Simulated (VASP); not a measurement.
Input of a VASP 6.6.1 run:

File INCAR:

```
ALGO = Normal
EDIFF = 1E-7
ENCUT = 520
GGA = PE
ISIF = 2
ISMEAR = 0
ISPIN = 2
LASPH = T
LCHARG = T
LELF = T
LMAXMIX = 4
LORBIT = 11
LREAL = F
LVHAR = T
LWAVE = F
MAGMOM = 1 0 0 0
NBANDS = 28
NELM = 150
PREC = Accurate
SIGMA = 0.1
```

File KPOINTS:

```
k-points
0
Gamma
  6 6 4
```

POSCAR

```
TiCl2F
1.0
    4.5607790500      0.0000000000      0.0000000000
   -2.2803895200      3.9497505200      0.0000000000
    0.0000000000      0.0000000000      4.4088543000
Ti Cl F
1 2 1
Direct
    0.0000000000      0.0000000000      0.0000000000
    0.6666666700      0.3333333300      0.5000000000
    0.3333333300      0.6666666700      0.0000000000
    0.6666666700      0.3333333300      0.0000000000
```

Potentials or basis: VASP PAW PBE potentials, release 64 (Ti_sv, Cl, F).

The run is started by

```sh
$ cat potpaw_PBE.64/Ti_sv/POTCAR potpaw_PBE.64/Cl/POTCAR potpaw_PBE.64/F/POTCAR > POTCAR
$ mpirun -np 1 vasp_std > vasp.out
```

**Question.** Estimate the pressure.

**Answer.** -0.5 GPa.

**Question.** What does it give for the net moment?

**Answer.** 1.50 μB per cell.

Stress tensor (GPa, compression positive):
```
-9.44  0.00  0.00
 0.00 -9.44  0.00
 0.00  0.00 17.41
```
